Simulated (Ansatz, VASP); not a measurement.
# TiB2 in VASP and in Ansatz

The input INCAR:

```
SYSTEM = TiB2
PREC     = Accurate       ! precision mode
ENCUT    = 520            ! plane-wave cutoff, eV
EDIFF    = 1E-6           ! SCF threshold, eV
ISMEAR   = -1             ! smearing method
SIGMA    = 0.08           ! smearing width, eV
LREAL    = .FALSE.        ! projectors in reciprocal space
LASPH    = .TRUE.         ! aspherical terms in the spheres
NELM     = 100            ! most SCF steps
ALGO     = Normal         ! electronic algorithm
ISIF     = 2              ! what is computed and relaxed
LWAVE    = .FALSE.        ! write WAVECAR
LCHARG   = .TRUE.         ! write CHGCAR
GGA      = PE             ! functional
LELF     = .TRUE.         ! ELF
LVHAR    = .TRUE.       
NBANDS   = 16             ! bands
```

Contents of KPOINTS:

```
Automatic mesh
0
G
  11 11 9
  0 0 0
```

File POSCAR:

```
TiB2
1.0
    2.7503831183      0.0000000000      0.0000000000
   -1.3751915591      2.3819016506      0.0000000000
    0.0000000000      0.0000000000      2.8214042360
Ti B
1 2
Direct
    0.0000000000      0.0000000000      0.0000000000
    0.3333333333      0.6666666667      0.5000000000
    0.6666666667      0.3333333333      0.5000000000
```

Input for Ansatz:

```yaml
crystal:
  lattice:
    - [2.7503831183, 0.0, 0.0]
    - [-1.3751915591, 2.3819016506, 0.0]
    - [0.0, 0.0, 2.821404236]
  atoms:
    - { symbol: Ti, position: [0.0, 0.0, 0.0] }
    - { symbol: B, position: [0.3333333333, 0.6666666667, 0.5] }
    - { symbol: B, position: [0.6666666667, 0.3333333333, 0.5] }
kpoints:
  mp_grid: { grid: [11, 11, 9] }
scf:
  occupations: { method: fermi_dirac, width: 0.08 }
hamiltonian:
  xc: pbe
  pseudopotentials: { kind: all_electron, lapw: { basis_error: 0.001 } }
output:
  forces: true
  stress: true
  eigenvalues: true
  populations: true
```

Change from the starting cell: volume scaled by 0.72, LAPW.

Alike in both runs: task single point; functional PBE; k mesh 11 × 11 × 9; occupations fermi-dirac, width 0.08 eV; no spin polarisation.

|  | VASP | Ansatz |
| --- | --- | --- |
| version | VASP 6.6.1 | Ansatz 0.2.0 |
| potentials or method | VASP PAW PBE potentials, release 64 (Ti_sv, B), cutoff 520 eV | all-electron LAPW, scalar-relativistic |

VASP gave:

- pressure (GPa): 154.8
- traceless stress, the component that is largest in VASP (GPa): -0.26

Task: Which values does Ansatz return?

Result: Pressure (GPa): 155.0; traceless stress, the component that is largest in VASP (GPa): 0.11.

Both programs put the cell under a high pressure, so it lies far from rest at this level. Ansatz ran all-electron here, and VASP with PAW potentials.

Noted on VASP's run: the cell as given lies far from equilibrium.
